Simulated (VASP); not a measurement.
# AlN (F-43m) in VASP: a series of runs

AlN is run at these levels: HSE06, PBE; tasks: single point.

All numbers are computed with VASP 6.6.1; they aren't measurements. Logs are shortened: lines on timing, memory, paths and dates and some standing lists are left out, and cuts for length are marked.

### 1 The cell of the first run

It takes space group F-43m (No. 216, cubic). Conventional cell: a = 4.368 Å, b = 4.368 Å, c = 4.368 Å, α = 90.00°, β = 90.00°, γ = 90.00°. Within 2.5 Å of Al (site symmetry -43m) lie 4 N at 1.89 Å. Within 2.5 Å of N (site symmetry -43m) lie 4 Al at 1.89 Å.

### 2 Single point, HSE06

Input file POSCAR:

```
AlN
1.0
    0.0000000000      2.1839935596      2.1839935596
    2.1839935596      0.0000000000      2.1839935596
    2.1839935596      2.1839935596      0.0000000000
Al N
1 1
Direct
    0.0000000000      0.0000000000      0.0000000000
    0.2500000000      0.2500000000      0.2500000000
```

Input file INCAR.step1:

```
PREC = Accurate
ENCUT = 520
EDIFF = 1E-5
ISMEAR = -1
SIGMA = 0.05
LREAL = False
LASPH = True
NELM = 60
ALGO = Normal
ISIF = 2
LWAVE = True
LCHARG = False
NBANDS = 11
GGA = PE
```

Input file INCAR.step2:

```
PREC = Accurate
ENCUT = 520
EDIFF = 1E-6
ISMEAR = -1
SIGMA = 0.05
LREAL = False
LASPH = True
NELM = 60
ALGO = Normal
ISIF = 2
LWAVE = False
LCHARG = False
GGA = PE
LHFCALC = True
HFSCREEN = 0.2079
PRECFOCK = Normal
NBANDS = 11
ISTART = 1
```

Input file KPOINTS:

```
regular mesh
0
Gamma
  8 8 8
```

Potentials or basis: VASP PAW PBE potentials, release 64 (Al, N).

Run with:

```bash
$ cat potpaw_PBE.64/Al/POTCAR potpaw_PBE.64/N/POTCAR > POTCAR
$ cp INCAR.step1 INCAR
$ mpirun -np 1 vasp_std > vasp.out
$ cp INCAR.step2 INCAR
$ mpirun -np 1 vasp_std > vasp.out
```

OUTCAR:

```text
PREC = Accurate
   ENCUT = 520
   EDIFF = 1E-6
   ISMEAR = -1
   LREAL = False
   LASPH = True
   NELM = 60
   ISIF = 2
   GGA = PE
   LHFCALC = True
   HFSCREEN = 0.2079
   PRECFOCK = Normal
   ISTART = 1

 ion  position               nearest neighbor table
   1  0.000  0.000  0.000-   2 1.89   2 1.89   2 1.89   2 1.89
   2  0.250  0.250  0.250-   1 1.89   1 1.89   1 1.89   1 1.89

  LATTYP: Found a face centered cubic cell.
 ALAT       =     4.3679871192

  Lattice vectors:

 A1 = (   0.0000000000,   2.1839935596,   2.1839935596)
 A2 = (   2.1839935596,   0.0000000000,   2.1839935596)
 A3 = (   2.1839935596,   2.1839935596,   0.0000000000)

Analysis of symmetry for initial positions (statically):
=====================================================================
 Subroutine PRICEL returns:
 Original cell was already a primitive cell.

 Routine SETGRP: Setting up the symmetry group for a
 face centered cubic supercell.

 Subroutine GETGRP returns: Found 24 space group operations
 (whereof 24 operations were pure point group operations)
 out of a pool of 48 trial point group operations.

The static configuration has the point symmetry T_d .

Analysis of symmetry for dynamics (positions and initial velocities):
=====================================================================
 Subroutine PRICEL returns:
 Original cell was already a primitive cell.

 Routine SETGRP: Setting up the symmetry group for a
 face centered cubic supercell.

 Subroutine GETGRP returns: Found 24 space group operations
 (whereof 24 operations were pure point group operations)
 out of a pool of 48 trial point group operations.

The dynamic configuration has the point symmetry T_d .

 Subroutine INISYM returns: Found 24 space group operations
 (whereof 24 operations are pure point group operations),
 and found     1 'primitive' translations

----------------------------------------------------------------------------------------

                                     Primitive cell

  volume of cell :      20.8345

  direct lattice vectors                    reciprocal lattice vectors
     0.000000000  2.183993560  2.183993560    -0.228938404  0.228938404  0.228938404
     2.183993560  0.000000000  2.183993560     0.228938404 -0.228938404  0.228938404
     2.183993560  2.183993560  0.000000000     0.228938404  0.228938404 -0.228938404

  length of vectors
     3.088633312  3.088633312  3.088633312     0.396532948  0.396532948  0.396532948

  position of ions in fractional coordinates (direct lattice)
     0.000000000  0.000000000  0.000000000
     0.250000000  0.250000000  0.250000000

  ion indices of the primitive-cell ions
   primitive index   ion index
                 1           1
                 2           2

----------------------------------------------------------------------------------------

 KPOINTS: regular mesh

Automatic generation of k-mesh.
 Grid dimensions read from file:
 generate k-points for:    8    8    8

 Generating k-lattice:

  Cartesian coordinates                     Fractional coordinates (reciprocal lattice)
    -0.028617301  0.028617301  0.028617301     0.125000000  0.000000000  0.000000000
     0.028617301 -0.028617301  0.028617301     0.000000000  0.125000000  0.000000000
     0.028617301  0.028617301 -0.028617301     0.000000000  0.000000000  0.125000000

  Length of vectors
     0.049566618  0.049566618  0.049566618

  Shift w.r.t. Gamma in fractional coordinates (k-lattice)
     0.000000000  0.000000000  0.000000000

 Subroutine IBZKPT returns following result:
 ===========================================

 Found     29 irreducible k-points:

 Following reciprocal coordinates:
            Coordinates               Weight
  0.000000  0.000000  0.000000      1.000000
  0.125000  0.000000  0.000000      8.000000
  0.250000  0.000000  0.000000      8.000000
  0.375000  0.000000  0.000000      8.000000
  0.500000  0.000000  0.000000      4.000000
  0.125000  0.125000  0.000000      6.000000
[... 16 lines left out ...]
  0.500000  0.250000  0.125000     48.000000
 -0.375000  0.250000  0.125000     24.000000
 [... further k-points ...]
   k-points           NKPTS =     29   k-points in BZ     NKDIM =    512   number of bands    NBANDS=     11
   number of dos      NEDOS =    301   number of ions     NIONS =      2
   total plane-waves  NPLWV =  13824
   dimension x,y,z NGX =    24 NGY =   24 NGZ =   24
   dimension x,y,z NGXF=    48 NGYF=   48 NGZF=   48
   ions per type =               1   1
   NGX,Y,Z   is equivalent  to a cutoff of  12.92, 12.92, 12.92 a.u.
   NGXF,Y,Z  is equivalent  to a cutoff of  25.84, 25.84, 25.84 a.u.
 SYSTEM =  unknown system
   PREC   = accura    normal or accurate (medium, high low for compatibility)
   ISTART =      1    job   : 0-new  1-cont  2-samecut
   ICHARG =      0    charge: 1-file 2-atom 10-const
   ISPIN  =      1    spin polarized calculation?
   LNONCOLLINEAR =      F non collinear calculations
   LSORBIT =      F    spin-orbit coupling
   LASPH  =      T    aspherical Exc in radial PAW
   ENCUT  =  520.0 eV  38.22 Ry    6.18 a.u.   5.74  5.74  5.74*2*pi/ulx,y,z
   NELM   =     60;   NELMIN=  2; NELMDL=  0     # of ELM steps
   EDIFF  = 0.1E-05   stopping-criterion for ELM
   LREAL  =      F    real-space projection
   EDIFFG = 0.1E-04   stopping-criterion for IOM
   NSW    =      0    number of steps for IOM
   IBRION =     -1    ionic relax: 0-MD 1-quasi-New 2-CG
   NFREE  =      0    steps in history (QN), initial steepest desc. (CG)
   ISIF   =      2    stress and relaxation
   ISYM   =      3    0-nonsym 1-usesym 2-fastsym
   POTIM  = 0.5000    time-step for ionic-motion
   TEBEG  =    0.0;   TEEND  =   0.0 temperature during run
   PSTRESS=    0.0 pullay stress
   NELECT =       8.0000    total number of electrons
   NUPDOWN=      -1.0000    fix difference up-down
   EMIN   =  10.00;   EMAX   =-10.00  energy-range for DOS
   EFERMI =   0.00;   METHOD = LEGACY
   ISMEAR =    -1;   SIGMA  =   0.05  broadening in eV -4-tet -1-fermi 0-gaus
   EFERMI_NEDOS =   21; number of points for ismear=-14 and -15
   IALGO  =     38    algorithm
   IMIX   =      1    mixing-type and parameters
     AMIX     =   0.40;   BMIX     =  1.00
     AMIX_MAG =   1.60;   BMIX_MAG =  1.00
  volume/ion in A,a.u.               =      10.42        70.30
  Fermi-wavevector in a.u.,A,eV,Ry     =   1.189899  2.248583 19.263943  1.415860
  Thomas-Fermi vector in A             =   2.325996
   LORBIT       =      0    0 simple, 1 ext, 2 COOP (PROOUT), +10 PAW based schemes
   GGA     = PE    functional components
   LHFCALC =     T    Hartree Fock is set to
   PRECFOCK=normal    Normal, Fast or Accurate (Low or Medium for compatibility)
   ENCUT4O =  -1.0   cutoff for four orbital integrals eV
   NKREDX  =     1    reduce k-point grid by
   NKREDY  =     1    reduce k-point grid by
   NKREDZ  =     1    reduce k-point grid by
   AEXX    =    0.2500 exact exchange contribution
   HFSCREEN=    0.2079 screening length (either q_TF or 0.3 A-1)
   HFSCREENC=   0.2079 screening length for correlation (either q_TF or 0.3 A-1)
   ENCUTFOCK=  -1.0 apply spherical cutoff to Coloumb kernel
   IVDW    =     0    specifies the selected vdW correction
   LEPSILON=     F    determine dielectric tensor
   LRPA    =     F    only Hartree local field effects (RPA)
 non-spin polarized calculation
  energy-cutoff  :      520.00
  volume of cell :       20.83
 maximum number of plane-waves:       568
  NGX = 18; NGY = 18; NGZ = 18

 number of electron       8.0000000 magnetization

 Free energy of the ion-electron system (eV)
  ---------------------------------------------------
  ext. energy  EPLUGINS =         0.00000000
  ---------------------------------------------------
  free energy    TOTEN  =       -17.39623616 eV

  energy without entropy =      -17.39623616  energy(sigma->0) =      -17.39623616

 E-fermi :   6.1759     XC(G=0):  -9.0141

 val. band max:        5.0449179624   @ k =   0.0000   0.0000   0.0000
 cond. band min:       9.5985609891   @ k =   0.5000   0.5000   0.0000
 fundamental gap:      4.5536430267
 Fermi energy:         6.1758739967

 k-point     1 :       0.0000    0.0000    0.0000
  band No.  band energies     occupation
      1     -11.4322      2.00000
      2       5.0449      2.00000
      3       5.0449      2.00000
      4       5.0449      2.00000
      5      10.5950      0.00000
      6      19.2849      0.00000
      7      19.2849      0.00000
      8      19.2849      0.00000
      9      24.6410      0.00000
     10      24.6410      0.00000
     11      26.0346      0.00000

 k-point     2 :       0.1250    0.0000    0.0000
  band No.  band energies     occupation
      1     -11.1888      2.00000
      2       3.8053      2.00000
      3       4.9577      2.00000
      4       4.9577      2.00000
      5      11.5706      0.00000
      6      18.7149      0.00000
      7      19.4805      0.00000
      8      19.4805      0.00000
      9      22.9977      0.00000
     10      22.9977      0.00000
     11      24.8794      0.00000

 k-point     3 :       0.2500    0.0000    0.0000
  band No.  band energies     occupation
      1     -10.5218      2.00000
      2       1.5344      2.00000
      3       4.7607      2.00000
      4       4.7607      2.00000
      5      12.9840      0.00000
      6      17.7266      0.00000
      7      19.0546      0.00000
      8      19.0546      0.00000
      9      23.1506      0.00000
     10      23.1506      0.00000
     11      24.0590      0.00000
[... 267 lines left out ...]
 k-point    23 :       0.5000    0.2500    0.1250
  band No.  band energies     occupation
      1      -9.2632      2.00000
      2       0.0419      2.00000
      3       2.7949      2.00000
      4       4.0296      2.00000
      5      13.5790      0.00000
      6      16.2912      0.00000
      7      18.3514      0.00000
      8      19.7228      0.00000
      9      23.0025      0.00000
     10      26.7623      0.00000
     11      28.8018      0.00000

 k-point    24 :      -0.3750    0.2500    0.1250
  band No.  band energies     occupation
      1      -8.9062      2.00000
      2      -0.5242      2.00000
      3       2.6305      2.00000
      4       3.8275      2.00000
      5      13.6313      0.00000
      6      15.8914      0.00000
      7      19.0706      0.00000
      8      19.5330      0.00000
      9      24.1684      0.00000
     10      25.8093      0.00000
     11      29.0950      0.00000

 [... further k-points ...]

------------------------ aborting loop because EDIFF is reached ----------------------------------------

  FORCE on cell =-STRESS in cart. coord.  units (eV):
  Direction    XX          YY          ZZ          XY          YZ          ZX
  --------------------------------------------------------------------------------------
  -------------------------------------------------------------------------------------
  Total       -0.0714718     -0.0714718     -0.0714718      0.0000000      0.0000000      0.0000000
  in kB       -5.4961803     -5.4961803     -5.4961803      0.0000000      0.0000000      0.0000000
  external PRESSURE =      -5.4961803 kB  Pullay stress =       0.0000000 kB

 VOLUME and BASIS-vectors are now :
 -----------------------------------------------------------------------------
  energy-cutoff  :      520.00
  volume of cell :       20.83
      direct lattice vectors                 reciprocal lattice vectors
     0.000000000  2.183993560  2.183993560    -0.228938404  0.228938404  0.228938404
     2.183993560  0.000000000  2.183993560     0.228938404 -0.228938404  0.228938404
     2.183993560  2.183993560  0.000000000     0.228938404  0.228938404 -0.228938404

 POSITION                                       TOTAL-FORCE (eV/Angst)
 -----------------------------------------------------------------------------------
      0.00000      0.00000      0.00000        -0.000000     -0.000000     -0.000000
      1.09200      1.09200      1.09200         0.000000      0.000000      0.000000
 -----------------------------------------------------------------------------------
    total drift:                               -0.000000     -0.000000     -0.000000

  FREE ENERGIE OF THE ION-ELECTRON SYSTEM (eV)
  ---------------------------------------------------
  free  energy   TOTEN  =       -17.3962361554 eV

  energy  without entropy=      -17.3962361554  energy(sigma->0) =      -17.39623616
```

It used 2000 s of CPU time on 1 thread of AMD EPYC 7R13 Processor (Zen 3), on a shared host.

Results:

* Free energy: -17.3962 eV
* Pressure: -0.5 GPa
* Band gap on the k mesh: 4.55 eV, indirect (least direct gap 5.55 eV)

Caveat: the PAW data sets were made with another functional, which shifts forces and pressure a little.

### 3 Single point, PBE

Input file INCAR:

```
SYSTEM = AlN
PREC = Accurate
ENCUT = 600
EDIFF = 1E-6
ISMEAR = 0
SIGMA = 0.028999999999999998
LREAL = .False.
LASPH = .True.
NELM = 120
ALGO = Normal
ISIF = 2
LWAVE = .False.
LCHARG = .False.
GGA = PE
NBANDS = 11
GGA_COMPAT = .False.
```

Input file KPOINTS:

```
Automatic mesh
0
Gamma
  10 10 10
  0 0 0
```

POSCAR is that of step 2.

Potentials or basis: VASP PAW PBE potentials, release 64 (Al, N).

Run with:

```bash
$ cat potpaw_PBE.64/Al/POTCAR potpaw_PBE.64/N/POTCAR > POTCAR
$ mpirun -np 1 vasp_std > vasp.out
```

Wall time 26 s (1 thread of Intel Xeon 8259CL, shared host); peak memory 0.15 GiB.

It converged, with:

```
Free energy            : -14.8420 eV
Pressure               : 4.5 GPa
Band gap on the k mesh : 3.32 eV, indirect (least direct gap 4.20 eV)
```

Levels at points of the mesh, in eV from the valence-band top:
```csv
k point,band 2,band 3,band 4,band 5,band 6,band 7
"(0.00, 0.00, 0.00)",0.00,0.00,0.00,4.20,12.56,12.56
"(0.50, 0.00, 0.00)",-5.85,-0.48,-0.48,7.38,9.87,11.15
"(0.50, 0.50, 0.00)",-4.90,-1.77,-1.77,3.32,8.62,13.96
```

A k mesh can miss the band edges. A hybrid or GW would open this gap; PBE tends to underestimate it.
